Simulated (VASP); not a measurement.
The system is HgTe.

```xyz
2
Lattice="0.0000 3.1800 3.1800 3.1800 0.0000 3.1800 3.1800 3.1800 0.0000" Properties=species:S:1:pos:R:3 pbc="T T T"
Hg    0.0000    0.0000    0.0000
Te    3.1800    3.1800    3.1800
```

```yaml
Program: VASP 6.6.1
Task: relaxation of cell and atoms
Functional: revPBE
Potentials_or_basis: VASP PAW PBE potentials, release 64 (Hg, Te)
Cutoff: 600 eV
k_mesh: 7 × 7 × 7
Occupations: fermi-dirac, width 0.05 eV
Spin: no spin polarisation
```

At the start: pressure -2.4 GPa; volume 32.16 Å³/atom.

Where does the relaxation end?

Over 3 steps the energy falls by 18.6 meV/atom and the volume is 29.90 Å³/atom (-7.0 %); space group Fm-3m (No. 225, to 0.05 Å).

Step by step:
| step | energy change (eV) | largest force (eV/Å) | pressure (GPa) | volume (Å³) |
| --- | --- | --- | --- | --- |
| 1 | 0.0000 | 0.0000 | -2.42 | 64.31 |
| 2 | -0.0372 | 0.0000 | -0.07 | 59.89 |
| 3 | -0.0372 | 0.0000 | -0.01 | 59.80 |

Final structure:
```cif
data_structure
_symmetry_space_group_name_H-M 'P 1'
_symmetry_Int_Tables_number 1
_cell_length_a 4.3894
_cell_length_b 4.3894
_cell_length_c 4.3894
_cell_angle_alpha 60.000
_cell_angle_beta 60.000
_cell_angle_gamma 60.000
_cell_volume 59.80
loop_
_atom_site_label
_atom_site_type_symbol
_atom_site_fract_x
_atom_site_fract_y
_atom_site_fract_z
_atom_site_occupancy
Hg1 Hg 0.00000 0.00000 0.00000 1
Te1 Te 0.50000 0.50000 0.50000 1
```

Caveat: the PAW data sets were made with another functional, which shifts forces and pressure a little.
